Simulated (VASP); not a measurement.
# TePt (R-3m) in VASP: electric field gradients with PBEsol

Aim: the electric field gradients of TePt with PBEsol.

Program: VASP 6.6.1. These are calculated values, not measurements. Logs are shortened: lines on timing, memory, paths and dates and some standing lists are left out, and cuts for length are marked.

## Step 1: The cell of the first run

Symmetry: R-3m, No. 166, trigonal system. Conventional cell: a = 3.974 Å, b = 3.974 Å, c = 20.768 Å, α = 90.00°, β = 90.00°, γ = 120.00°. Te (site symmetry 3m) has 3 Pt at 2.60 Å within 3.4 Å. Within 3.4 Å of Pt (site symmetry 3m) lie 3 Te at 2.60 Å and 3 Pt at 2.74 Å.

## Step 2: Electric field gradients, PBEsol

Input file INCAR:

```
SYSTEM = TePt
PREC = Accurate
ENCUT = 520
EDIFF = 1E-8
ISMEAR = -1
SIGMA = 0.08
LREAL = .FALSE.
LASPH = .TRUE.
NELM = 80
ALGO = Normal
ISIF = 2
LWAVE = .FALSE.
LCHARG = .FALSE.
GGA = PS
LEFG = .TRUE.
NBANDS = 24
```

Input file KPOINTS:

```
Automatic mesh
0
G
  10 10 10
  0 0 0
```

Input file POSCAR:

```
TePt
1.0
    1.9869027448      1.1471388346      6.9227446657
   -1.9869027448      1.1471388346      6.9227446657
    0.0000000000     -2.2942776691      6.9227446657
Te Pt
2 2
Direct
    0.9046298600      0.9046298600      0.9046298600
    0.0953701400      0.0953701400      0.0953701400
    0.6305913400      0.6305913400      0.6305913400
    0.3694086600      0.3694086600      0.3694086600
```

Potentials or basis: VASP PAW PBE potentials, release 64 (Te, Pt).

Launch:

```sh
> cat potpaw_PBE.64/Te/POTCAR potpaw_PBE.64/Pt/POTCAR > POTCAR
> mpirun -np 1 vasp_std > vasp.out
```

OUTCAR:

```text
SYSTEM = TePt
   PREC = Accurate
   ENCUT = 520
   EDIFF = 1E-8
   ISMEAR = -1
   LREAL = .FALSE.
   LASPH = .TRUE.
   NELM = 80
   ISIF = 2
   GGA = PS

 ion  position               nearest neighbor table
   1  0.905  0.905  0.905-   3 2.60   3 2.60   3 2.60   4 3.57   4 3.57   4 3.57
   2  0.095  0.095  0.095-   4 2.60   4 2.60   4 2.60   3 3.57   3 3.57   3 3.57
   3  0.631  0.631  0.631-   1 2.60   1 2.60   1 2.60   4 2.74   4 2.74   4 2.74   2 3.57   2 3.57
                             2 3.57
   4  0.369  0.369  0.369-   2 2.60   2 2.60   2 2.60   3 2.74   3 2.74   3 2.74   1 3.57   1 3.57
                             1 3.57

  LATTYP: Found a trigonal (rhomboedric) cell.
 ALAT       =     7.2930174640
 COS(alpha) =     0.8515539288

  Lattice vectors:

 A1 = (   1.9869027448,   1.1471388346,   6.9227446657)
 A2 = (  -1.9869027448,   1.1471388346,   6.9227446657)
 A3 = (   0.0000000000,  -2.2942776691,   6.9227446657)

Analysis of symmetry for initial positions (statically):
=====================================================================
 Subroutine PRICEL returns:
 Original cell was already a primitive cell.

 Routine SETGRP: Setting up the symmetry group for a
 trigonal (rhombohedral) supercell.

 Subroutine GETGRP returns: Found 12 space group operations
 (whereof 12 operations were pure point group operations)
 out of a pool of 12 trial point group operations.

The static configuration has the point symmetry D_3d.

Analysis of symmetry for dynamics (positions and initial velocities):
=====================================================================
 Subroutine PRICEL returns:
 Original cell was already a primitive cell.

 Routine SETGRP: Setting up the symmetry group for a
 trigonal (rhombohedral) supercell.

 Subroutine GETGRP returns: Found 12 space group operations
 (whereof 12 operations were pure point group operations)
 out of a pool of 12 trial point group operations.

The dynamic configuration has the point symmetry D_3d.

 Subroutine INISYM returns: Found 12 space group operations
 (whereof 12 operations are pure point group operations),
 and found     1 'primitive' translations

----------------------------------------------------------------------------------------

                                     Primitive cell

  volume of cell :      94.6721

  direct lattice vectors                    reciprocal lattice vectors
     1.986902745  1.147138835  6.922744666     0.251647949  0.145289011  0.048150459
    -1.986902745  1.147138835  6.922744666    -0.251647949  0.145289011  0.048150459
     0.000000000 -2.294277669  6.922744666     0.000000000 -0.290578022  0.048150459

  length of vectors
     7.293017464  7.293017464  7.293017464     0.294540411  0.294540411  0.294540411

  position of ions in fractional coordinates (direct lattice)
     0.904629860  0.904629860  0.904629860
     0.095370140  0.095370140  0.095370140
     0.630591340  0.630591340  0.630591340
     0.369408660  0.369408660  0.369408660

  ion indices of the primitive-cell ions
   primitive index   ion index
                 1           1
                 2           2
                 3           3
                 4           4

----------------------------------------------------------------------------------------

 KPOINTS: Automatic mesh

Automatic generation of k-mesh.
 Grid dimensions read from file:
 generate k-points for:   10   10   10

 Generating k-lattice:

  Cartesian coordinates                     Fractional coordinates (reciprocal lattice)
     0.025164795  0.014528901  0.004815046     0.100000000 -0.000000000  0.000000000
    -0.025164795  0.014528901  0.004815046    -0.000000000  0.100000000  0.000000000
     0.000000000 -0.029057802  0.004815046     0.000000000  0.000000000  0.100000000

  Length of vectors
     0.029454041  0.029454041  0.029454041
[... 40 lines left out ...]
   dimension x,y,z NGXF=   108 NGYF=  108 NGZF=  108
   ions per type =               2   2
   NGX,Y,Z   is equivalent  to a cutoff of  12.31, 12.31, 12.31 a.u.
   NGXF,Y,Z  is equivalent  to a cutoff of  24.62, 24.62, 24.62 a.u.
 SYSTEM =  TePt
   PREC   = accura    normal or accurate (medium, high low for compatibility)
   ISTART =      0    job   : 0-new  1-cont  2-samecut
   ICHARG =      2    charge: 1-file 2-atom 10-const
   ISPIN  =      1    spin polarized calculation?
   LNONCOLLINEAR =      F non collinear calculations
   LSORBIT =      F    spin-orbit coupling
   LASPH  =      T    aspherical Exc in radial PAW
   ENCUT  =  520.0 eV  38.22 Ry    6.18 a.u.  13.56 13.56 13.56*2*pi/ulx,y,z
   NELM   =     80;   NELMIN=  2; NELMDL= -5     # of ELM steps
   EDIFF  = 0.1E-07   stopping-criterion for ELM
   LREAL  =      F    real-space projection
   EDIFFG = 0.1E-06   stopping-criterion for IOM
   NSW    =      0    number of steps for IOM
   IBRION =     -1    ionic relax: 0-MD 1-quasi-New 2-CG
   NFREE  =      0    steps in history (QN), initial steepest desc. (CG)
   ISIF   =      2    stress and relaxation
   ISYM   =      2    0-nonsym 1-usesym 2-fastsym
   POTIM  = 0.5000    time-step for ionic-motion
   TEBEG  =    0.0;   TEEND  =   0.0 temperature during run
   PSTRESS=    0.0 pullay stress
   NELECT =      32.0000    total number of electrons
   NUPDOWN=      -1.0000    fix difference up-down
   EMIN   =  10.00;   EMAX   =-10.00  energy-range for DOS
   EFERMI =   0.00;   METHOD = LEGACY
   ISMEAR =    -1;   SIGMA  =   0.08  broadening in eV -4-tet -1-fermi 0-gaus
   EFERMI_NEDOS =   21; number of points for ismear=-14 and -15
   IALGO  =     38    algorithm
   IMIX   =      4    mixing-type and parameters
     AMIX     =   0.40;   BMIX     =  1.00
     AMIX_MAG =   1.60;   BMIX_MAG =  1.00
  volume/ion in A,a.u.               =      23.67       159.72
  Fermi-wavevector in a.u.,A,eV,Ry     =   1.140383  2.155012 17.694018  1.300474
  Thomas-Fermi vector in A             =   2.277085
   LORBIT       =      0    0 simple, 1 ext, 2 COOP (PROOUT), +10 PAW based schemes
   GGA     = PS    functional components
   LHFCALC =     F    Hartree Fock is set to
   AEXX    =    0.0000 exact exchange contribution
   IVDW    =     0    specifies the selected vdW correction
   LEPSILON=     F    determine dielectric tensor
   LRPA    =     F    only Hartree local field effects (RPA)
 non-spin polarized calculation
  energy-cutoff  :      520.00
  volume of cell :       94.67
 maximum number of plane-waves:      2585
   NGX = 27   NGY = 27   NGZ = 27

 number of electron      32.0000001 magnetization

 Free energy of the ion-electron system (eV)
  ---------------------------------------------------
  ext. energy  EPLUGINS =         0.00000000
  ---------------------------------------------------
  free energy    TOTEN  =       -22.33484829 eV

  energy without entropy =      -22.29623955  energy(sigma->0) =      -22.31554392

 E-fermi :   7.6899     XC(G=0): -10.7872

 val. band max:        7.6775943255   @ k =  -0.3000   0.2000   0.1000
 cond. band min:       7.6925789337   @ k =  -0.1000   0.2000   0.1000
 fundamental gap:      0.0149846082
 Fermi energy:         7.6899129178

 k-point     1 :       0.0000    0.0000    0.0000
  band No.  band energies     occupation
      1      -5.4121      2.00000
      2      -4.1485      2.00000
      3       1.1327      2.00000
      4       2.3030      2.00000
      5       2.3030      2.00000
      6       2.9750      2.00000
[... 637 lines left out ...]
     23      13.7652      0.00000
     24      16.0213      0.00000

 [... further k-points ...]

------------------------ aborting loop because EDIFF is reached ----------------------------------------

  FORCE on cell =-STRESS in cart. coord.  units (eV):
  Direction    XX          YY          ZZ          XY          YZ          ZX
  --------------------------------------------------------------------------------------
  -------------------------------------------------------------------------------------
  Total       -1.5020308     -1.5020308     -1.7547384      0.0000000     -0.0000000      0.0000000
  in kB      -25.4195156    -25.4195156    -29.6961948      0.0000000     -0.0000000      0.0000000
  external PRESSURE =     -26.8450753 kB  Pullay stress =       0.0000000 kB

 VOLUME and BASIS-vectors are now :
 -----------------------------------------------------------------------------
  energy-cutoff  :      520.00
  volume of cell :       94.67
      direct lattice vectors                 reciprocal lattice vectors
     1.986902745  1.147138835  6.922744666     0.251647949  0.145289011  0.048150459
    -1.986902745  1.147138835  6.922744666    -0.251647949  0.145289011  0.048150459
     0.000000000 -2.294277669  6.922744666     0.000000000 -0.290578022  0.048150459

 POSITION                                       TOTAL-FORCE (eV/Angst)
 -----------------------------------------------------------------------------------
      0.00000      0.00000     18.78756         0.000000      0.000000      0.024381
      0.00000      0.00000      1.98067         0.000000     -0.000000     -0.024381
      0.00000      0.00000     13.09627         0.000000      0.000000      0.172870
      0.00000      0.00000      7.67197         0.000000     -0.000000     -0.172870
 -----------------------------------------------------------------------------------
    total drift:                                0.000000      0.000000     -0.000000

  FREE ENERGIE OF THE ION-ELECTRON SYSTEM (eV)
  ---------------------------------------------------
  free  energy   TOTEN  =       -22.3348482903 eV

  energy  without entropy=      -22.2962395512  energy(sigma->0) =      -22.31554392

 Electric field gradients (V/A^2)
---------------------------------------------------------------------
 ion       V_xx      V_yy      V_zz      V_xy      V_xz      V_yz
---------------------------------------------------------------------
   1      47.809    47.809   -95.619     0.000     0.000    -0.000
   2      47.809    47.809   -95.619     0.000     0.000    -0.000
   3     -37.559   -37.559    75.119    -0.000     0.000    -0.000
   4     -37.559   -37.559    75.119    -0.000    -0.000    -0.000
---------------------------------------------------------------------

 Electric field gradients after diagonalization (V/A^2)
 (convention: |V_zz| > |V_xx| > |V_yy|)
----------------------------------------------------------------------
 ion       V_xx      V_yy      V_zz     asymmetry (V_yy - V_xx)/ V_zz
----------------------------------------------------------------------
   1      47.809    47.809   -95.619       0.000
   2      47.809    47.809   -95.619       0.000
   3     -37.559   -37.559    75.119       0.000
   4     -37.559   -37.559    75.119       0.000
----------------------------------------------------------------------

           NMR quadrupolar parameters

 Cq : quadrupolar parameter    Cq=e*Q*V_zz/h
 eta: asymmetry parameters     (V_yy - V_xx)/ V_zz
 Q  : nuclear electric quadrupole moment in mb (millibarn)
----------------------------------------------------------------------
 ion       Cq(MHz)       eta       Q (mb)
----------------------------------------------------------------------
   1      -0.231       0.000       1.000
   2      -0.231       0.000       1.000
   3       0.182       0.000       1.000
   4       0.182       0.000       1.000
----------------------------------------------------------------------
```

It took 18 min on 1 thread of Intel Xeon Platinum 8259CL at 2.50GHz (Skylake/Cascade Lake), shared host; peak memory 0.54 GiB.

What came out:

```yaml
Free_energy: -22.3348 eV
Pressure: -2.7 GPa
Largest_force: 0.173 eV/Å
Band_gap_on_the_k_mesh: zero (bands 16 and 17 overlap by 2.44 eV)
Largest_electric_field_gradient_by_atom: Te -95.6; Pt +75.1 V/Å²
```

Forces on the atoms (eV/Å):
```
Te   0.000  0.000  0.024
Te   0.000  0.000 -0.024
Pt   0.000  0.000  0.173
Pt   0.000  0.000 -0.173
```

Levels at points of the mesh, in eV from the Fermi level:
```csv
k point,band 13,band 14,band 15,band 16,band 17,band 18,band 19,band 20
"(0.00, 0.00, 0.00)",-1.71,0.64,0.84,0.84,1.12,2.76,2.76,4.52
"(0.50, 0.00, 0.00)",-2.45,-1.92,-1.83,-1.05,0.26,1.49,1.89,3.66
"(0.50, 0.50, 0.00)",-2.43,-1.81,-1.54,-1.24,-1.20,2.38,3.51,4.63
"(0.50, 0.50, 0.50)",-1.67,-1.60,1.23,1.23,2.12,2.12,3.30,4.46
```

Electric field gradients, principal values (V/Å²):
```csv
atom,least,middle,greatest (by size)
1 Te,47.809,47.809,-95.619
2 Te,47.809,47.809,-95.619
3 Pt,-37.559,-37.559,75.119
4 Pt,-37.559,-37.559,75.119
```

Caveat: without QUAD_EFG the Cq values of the log hold for a quadrupole moment of 1 mb, not for the nuclei; the PAW data sets were made with another functional, which shifts forces and pressure a little; spin-orbit coupling is left out, which moves the levels of the heavy elements.
